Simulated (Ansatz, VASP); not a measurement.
**ZnS: VASP beside Ansatz**

```
Zn S
1.0
     3.78224    0.00000    0.00000
    -1.89112    3.27551    0.00000
     0.00000    0.00000    6.20818
Zn S
2 2
Direct
  0.33333 0.66667 0.97212
  0.66667 0.33333 0.47212
  0.33333 0.66667 0.40288
  0.66667 0.33333 0.90288
```

Change from the starting cell: polar distortion scaled by 0.55.

Alike in both runs: task single point; functional r2SCAN; k mesh 9 × 9 × 6; no spin polarisation.

|  | VASP | Ansatz |
| --- | --- | --- |
| version | VASP 6.6.1 | Ansatz 0.2.0 |
| potentials or method | VASP PAW PBE potentials, release 64 (Zn, S), cutoff 520 eV | scalar-relativistic, plane waves, PAW |
| occupations | gaussian, width 0.01 eV | fixed |
| valence electrons in the cell | 36 | 36 |

|  | VASP | Ansatz | Ansatz less VASP |
| --- | --- | --- | --- |
| gap on the k mesh at the Fermi level (eV) | 3.10 | 3.09 | -0.011 |
| least direct gap on the mesh (eV) | 3.10 | 3.09 | -0.011 |
| pressure (GPa) | 4.7 | 4.5 | -0.15 |
| traceless stress, the component that is largest in VASP (GPa) | -5.66 | -5.57 | +0.086 |
| rms of the force components (eV/Å) | 0.494 | 0.495 | +0.0013 |

VASP's potentials were made for PBE, not for r2SCAN. Atom by atom the forces differ by 0.001 eV/Å (rms over components).
